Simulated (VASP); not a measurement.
Crystal: Al.

```xyz
1
Lattice="-1.5912 1.5912 1.5912 1.5912 -1.5912 1.5912 1.5912 1.5912 -1.5912" Properties=species:S:1:pos:R:3 pbc="T T T"
Al    0.0000    0.0000    0.0000
```

* Program: VASP 6.6.1
* Task: relaxation of cell and atoms
* Functional: revPBE
* Potentials or basis: VASP PAW PBE potentials, release 64 (Al)
* Cutoff: 600 eV
* k mesh: 12 × 12 × 12
* Occupations: fermi-dirac, width 0.05 eV
* Spin: no spin polarisation

At the start: pressure 4.8 GPa; volume 16.12 Å³/atom.

Question: How do energy, volume and symmetry change on relaxing?

Answer: Over 3 steps the energy falls by 14.6 meV/atom and the volume is 17.14 Å³/atom (+6.4 %); space group Im-3m (No. 229, to 0.05 Å).

The path:
| step | energy change (eV) | largest force (eV/Å) | pressure (GPa) | volume (Å³) |
| --- | --- | --- | --- | --- |
| 1 | 0.0000 | 0.0000 | 4.79 | 16.12 |
| 2 | -0.0145 | 0.0000 | -0.47 | 17.27 |
| 3 | -0.0146 | 0.0000 | 0.01 | 17.14 |

Final structure:
```
Al
1.0
    -1.62436    1.62436    1.62436
     1.62436   -1.62436    1.62436
     1.62436    1.62436   -1.62436
Al
1
Direct
  0.00000 0.00000 0.00000
```

Caveat: the PAW data sets were made with another functional, which shifts forces and pressure a little.
